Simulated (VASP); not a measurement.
# Zn (Fm-3m) in VASP: a series of runs

Zn is run at these levels: PBEsol; tasks: single point.

All numbers are computed with VASP 6.6.1; they aren't measurements. Logs are shortened: lines on timing, memory, paths and dates and some standing lists are left out, and cuts for length are marked.

### 1 The cell of the first run

Symmetry: Fm-3m, No. 225, cubic system. The conventional cell has a = 3.807 Å, b = 3.807 Å, c = 3.807 Å, α = 90.00°, β = 90.00°, γ = 90.00°. Within 3.5 Å of Zn (site symmetry m-3m) lie 12 Zn at 2.69 Å.

This isn't the form of Zn at room conditions, which is hcp.

### 2 Single point, PBEsol (strained)

Input file INCAR:

```
  PREC = Accurate
  ENCUT = 520
  EDIFF = 1E-7
  ISMEAR = 0
  SIGMA = 0.1
  LREAL = F
  LASPH = T
  NELM = 80
  ALGO = Fast
  ISIF = 2
  LWAVE = F
  LCHARG = F
  GGA = PS
  NBANDS = 12
```

Input file KPOINTS:

```
Automatic mesh
0
Gamma
  18 18 18
```

Input file POSCAR:

```
Zn
1.0
    0.0000000000      1.9032981590      1.9032981590
    1.9032981590      0.0000000000      1.9032981590
    1.9032981590      1.9032981590      0.0000000000
Zn
1
Direct
    0.0000000000      0.0000000000      0.0000000000
```

Potentials or basis: VASP PAW PBE potentials, release 64 (Zn).

Run with:

```
$ cat potpaw_PBE.64/Zn/POTCAR > POTCAR
$ mpirun -np 1 vasp_std > vasp.out
```

OUTCAR:

```text
PREC = Accurate
   ENCUT = 520
   EDIFF = 1E-7
   ISMEAR = 0
   LREAL = F
   LASPH = T
   NELM = 80
   ISIF = 2
   GGA = PS

 ion  position               nearest neighbor table
   1  0.000  0.000  0.000-

  LATTYP: Found a face centered cubic cell.
 ALAT       =     3.8065963180

  Lattice vectors:

 A1 = (   0.0000000000,   1.9032981590,   1.9032981590)
 A2 = (   1.9032981590,   0.0000000000,   1.9032981590)
 A3 = (   1.9032981590,   1.9032981590,   0.0000000000)

Analysis of symmetry for initial positions (statically):
=====================================================================
 Subroutine PRICEL returns:
 Original cell was already a primitive cell.

 Routine SETGRP: Setting up the symmetry group for a
 face centered cubic supercell.

 Subroutine GETGRP returns: Found 48 space group operations
 (whereof 48 operations were pure point group operations)
 out of a pool of 48 trial point group operations.

The static configuration has the point symmetry O_h .

Analysis of symmetry for dynamics (positions and initial velocities):
=====================================================================
 Subroutine PRICEL returns:
 Original cell was already a primitive cell.

 Routine SETGRP: Setting up the symmetry group for a
 face centered cubic supercell.

 Subroutine GETGRP returns: Found 48 space group operations
 (whereof 48 operations were pure point group operations)
 out of a pool of 48 trial point group operations.

The dynamic configuration has the point symmetry O_h .

 Subroutine INISYM returns: Found 48 space group operations
 (whereof 48 operations are pure point group operations),
 and found     1 'primitive' translations

----------------------------------------------------------------------------------------

                                     Primitive cell

  volume of cell :      13.7896

  direct lattice vectors                    reciprocal lattice vectors
     0.000000000  1.903298159  1.903298159    -0.262701878  0.262701878  0.262701878
     1.903298159  0.000000000  1.903298159     0.262701878 -0.262701878  0.262701878
     1.903298159  1.903298159  0.000000000     0.262701878  0.262701878 -0.262701878

  length of vectors
     2.691670070  2.691670070  2.691670070     0.455012999  0.455012999  0.455012999

  position of ions in fractional coordinates (direct lattice)
     0.000000000  0.000000000  0.000000000

  ion indices of the primitive-cell ions
[... 81 lines left out ...]
   ISYM   =      2    0-nonsym 1-usesym 2-fastsym
   POTIM  = 0.5000    time-step for ionic-motion
   TEBEG  =    0.0;   TEEND  =   0.0 temperature during run
   PSTRESS=    0.0 pullay stress
   NELECT =      12.0000    total number of electrons
   NUPDOWN=      -1.0000    fix difference up-down
   EMIN   =  10.00;   EMAX   =-10.00  energy-range for DOS
   EFERMI =   0.00;   METHOD = LEGACY
   ISMEAR =     0;   SIGMA  =   0.10  broadening in eV -4-tet -1-fermi 0-gaus
   EFERMI_NEDOS =   21; number of points for ismear=-14 and -15
   IALGO  =     68    algorithm
   IMIX   =      4    mixing-type and parameters
     AMIX     =   0.40;   BMIX     =  1.00
     AMIX_MAG =   1.60;   BMIX_MAG =  1.00
  volume/ion in A,a.u.               =      13.79        93.06
  Fermi-wavevector in a.u.,A,eV,Ry     =   1.562974  2.953593 33.237505  2.442888
  Thomas-Fermi vector in A             =   2.665814
   LORBIT       =      0    0 simple, 1 ext, 2 COOP (PROOUT), +10 PAW based schemes
   GGA     = PS    functional components
   LHFCALC =     F    Hartree Fock is set to
   AEXX    =    0.0000 exact exchange contribution
   IVDW    =     0    specifies the selected vdW correction
   LEPSILON=     F    determine dielectric tensor
   LRPA    =     F    only Hartree local field effects (RPA)
 non-spin polarized calculation
 RMM-DIIS sequential band-by-band and
 Gauss-broadening in eV      SIGMA  =   0.10
  energy-cutoff  :      520.00
  volume of cell :       13.79
 maximum number of plane-waves:       388
   NGX =  9   NGY =  9   NGZ =  9

 number of electron      12.0000018 magnetization

 Free energy of the ion-electron system (eV)
  ---------------------------------------------------
  ext. energy  EPLUGINS =         0.00000000
  ---------------------------------------------------
  free energy    TOTEN  =        -1.55685632 eV

  energy without entropy =       -1.55516255  energy(sigma->0) =       -1.55600943

 E-fermi :   3.5639     XC(G=0): -12.2369

 val. band max:        3.5637440457   @ k =  -0.4444   0.2222   0.0000
 cond. band min:       3.7555173499   @ k =   0.5000   0.1111   0.0556
 fundamental gap:      0.1917733042
 Fermi energy:         3.5639369009

 k-point     1 :       0.0000    0.0000    0.0000
  band No.  band energies     occupation
      1      -7.5438      2.00000
      2      -4.2440      2.00000
      3      -4.2440      2.00000
      4      -4.2440      2.00000
      5      -3.7854      2.00000
      6      -3.7854      2.00000
      7      23.2228      0.00000
      8      23.2228      0.00000
      9      23.2228      0.00000
     10      23.2637      0.00000
     11      25.8806      0.00000
     12      25.8806      0.00000
[... 331 lines left out ...]
 k-point    24 :      -0.2222    0.0556    0.0000
  band No.  band energies     occupation
      1      -5.7989      2.00000
      2      -4.2549      2.00000
      3      -4.1281      2.00000
      4      -4.1219      2.00000
      5      -3.7974      2.00000
      6      -3.6302      2.00000
      7      11.9334      0.00000
      8      18.5313      0.00000
      9      22.3052      0.00000
     10      23.3016      0.00000
     11      25.7611      0.00000
     12      26.4966      0.00000

 [... further k-points ...]

------------------------ aborting loop because EDIFF is reached ----------------------------------------

  FORCE on cell =-STRESS in cart. coord.  units (eV):
  Direction    XX          YY          ZZ          XY          YZ          ZX
  --------------------------------------------------------------------------------------
  -------------------------------------------------------------------------------------
  Total        0.2404000      0.2404000      0.2404000     -0.0000000      0.0000000     -0.0000000
  in kB       27.9315212     27.9315212     27.9315212     -0.0000000      0.0000000     -0.0000000
  external PRESSURE =      27.9315212 kB  Pullay stress =       0.0000000 kB

 VOLUME and BASIS-vectors are now :
 -----------------------------------------------------------------------------
  energy-cutoff  :      520.00
  volume of cell :       13.79
      direct lattice vectors                 reciprocal lattice vectors
     0.000000000  1.903298159  1.903298159    -0.262701878  0.262701878  0.262701878
     1.903298159  0.000000000  1.903298159     0.262701878 -0.262701878  0.262701878
     1.903298159  1.903298159  0.000000000     0.262701878  0.262701878 -0.262701878

 POSITION                                       TOTAL-FORCE (eV/Angst)
 -----------------------------------------------------------------------------------
      0.00000      0.00000      0.00000         0.000000      0.000000      0.000000
 -----------------------------------------------------------------------------------
    total drift:                               -0.000000      0.000000      0.000000

  FREE ENERGIE OF THE ION-ELECTRON SYSTEM (eV)
  ---------------------------------------------------
  free  energy   TOTEN  =        -1.5568563164 eV

  energy  without entropy=       -1.5551625513  energy(sigma->0) =       -1.55600943
```

Wall time 11 s (1 thread of Intel Xeon 6975P-C (Granite Rapids), shared host); peak memory 0.14 GiB.

Results:

- Free energy: -1.5569 eV
- Pressure: 2.8 GPa
- Band gap on the k mesh: zero (bands 6 and 7 overlap by 2.96 eV)

Levels at points of the mesh, in eV from the Fermi level:
```
           k point  band 4  band 5  band 6  band 7  band 8  band 9
(0.00, 0.00, 0.00)   -7.81   -7.35   -7.35   19.66   19.66   19.66
(0.50, 0.00, 0.00)   -7.01   -7.01   -3.28   -1.16   16.43   16.43
(0.50, 0.50, 0.00)   -6.93   -6.93   -1.21    2.14    8.95    8.95
```

Caveat: the cell differs from its parent crystal (strained); the PAW data sets were made with another functional, which shifts forces and pressure a little.

### 3 Single point, PBEsol (strained)

Input file INCAR:

```
SYSTEM = Zn
  ALGO = Fast
  EDIFF = 1E-7
  ENCUT = 520
  GGA = PS
  ISIF = 2
  ISMEAR = 0
  LASPH = .True.
  LCHARG = .True.
  LELF = .True.
  LREAL = .False.
  LVHAR = .True.
  LWAVE = .False.
  NBANDS = 12
  NELM = 80
  PREC = Accurate
  SIGMA = 0.1
```

Input file KPOINTS:

```
k-points
0
Gamma
  18 18 18
  0 0 0
```

Input file POSCAR:

```
Zn
1.0
    0.0000000000      1.9070312334      1.9070312334
    1.9070312334      0.0000000000      1.9070312334
    1.9070312334      1.9070312334      0.0000000000
Zn
1
Direct
    0.0000000000      0.0000000000      0.0000000000
```

Potentials or basis: VASP PAW PBE potentials, release 64 (Zn).

Run with:

```
$ cat potpaw_PBE.64/Zn/POTCAR > POTCAR
$ mpirun -np 1 vasp_std > vasp.out
```

It took 11 s on 1 thread of Intel Xeon 6975P-C (Granite Rapids), shared host; peak memory 0.14 GiB.

The run converged. Its results:

```
Free energy            : -1.5581 eV
Pressure               : 2.2 GPa
Band gap on the k mesh : zero (bands 6 and 7 overlap by 2.97 eV)
```

Levels at points of the mesh, in eV from the Fermi level:
| k point | band 4 | band 5 | band 6 | band 7 | band 8 | band 9 |
| --- | --- | --- | --- | --- | --- | --- |
| (0.00, 0.00, 0.00) | -7.79 | -7.33 | -7.33 | 19.58 | 19.58 | 19.58 |
| (0.50, 0.00, 0.00) | -7.00 | -7.00 | -3.25 | -1.17 | 16.36 | 16.36 |
| (0.50, 0.50, 0.00) | -6.92 | -6.92 | -1.19 | 2.12 | 8.92 | 8.92 |

Caveat: the cell differs from its parent crystal (strained); the PAW data sets were made with another functional, which shifts forces and pressure a little.
